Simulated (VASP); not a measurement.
Input of a VASP 6.6.1 run:

The input POSCAR:

```
PtS2
1.0
    3.3753647651      0.0000000000      0.0000000000
   -1.6876823826      2.9231516336      0.0000000000
    0.0000000000      0.0000000000      5.1227110550
Pt S
1 2
Direct
    0.0000000000      0.0000000000      0.0000000000
    0.3333333333      0.6666666667      0.2560823669
    0.6666666667      0.3333333333      0.7439176331
```

The input INCAR.step1:

```
SYSTEM = PtS2
  ALGO = Normal
  EDIFF = 1E-5
  ENCUT = 520
  GGA = PE
  ISIF = 2
  ISMEAR = 0
  LASPH = .True.
  LREAL = .False.
  LWAVE = .True.
  NBANDS = 18
  NELM = 80
  PREC = Accurate
  SIGMA = 0.01
```

INCAR.step2

```
SYSTEM = PtS2
  ALGO = Normal
  EDIFF = 1E-6
  ENCUT = 520
  GGA = PE
  HFSCREEN = 0.2079
  ISIF = 2
  ISMEAR = 0
  ISTART = 1
  LASPH = .True.
  LCHARG = .True.
  LELF = .True.
  LHFCALC = .True.
  LREAL = .False.
  LVHAR = .True.
  LWAVE = .False.
  NBANDS = 18
  NELM = 80
  PREC = Accurate
  PRECFOCK = Normal
  SIGMA = 0.01
```

KPOINTS

```
k-points
0
Gamma
  6 6 4
  0 0 0
```

Potentials or basis: VASP PAW PBE potentials, release 64 (Pt, S).

The run is started by

```sh
$ cat potpaw_PBE.64/Pt/POTCAR potpaw_PBE.64/S/POTCAR > POTCAR
$ cp INCAR.step1 INCAR
$ mpirun -np 1 vasp_std > vasp.out
$ cp INCAR.step2 INCAR
$ mpirun -np 1 vasp_std > vasp.out
```

**Question.** What does it give for the largest force?

**Answer.** 0.427 eV/Å.

**Question.** What does it give for the band gap on the k mesh?

**Answer.** 1.34 eV (least direct gap 2.12 eV).

**Question.** What does it give for the pressure?

**Answer.** 10.7 GPa.

Stress tensor (GPa, compression positive):
```
14.59  0.00  0.00
 0.00 14.59  0.00
 0.00  0.00  2.94
```

Caveat: the cell differs from its parent crystal (biaxial xy strain -5.0%); the cell stands under pressure; the PAW data sets were made with another functional, which shifts forces and pressure a little; spin-orbit coupling is left out, which moves the levels of the heavy elements. A k mesh can miss the band edges.
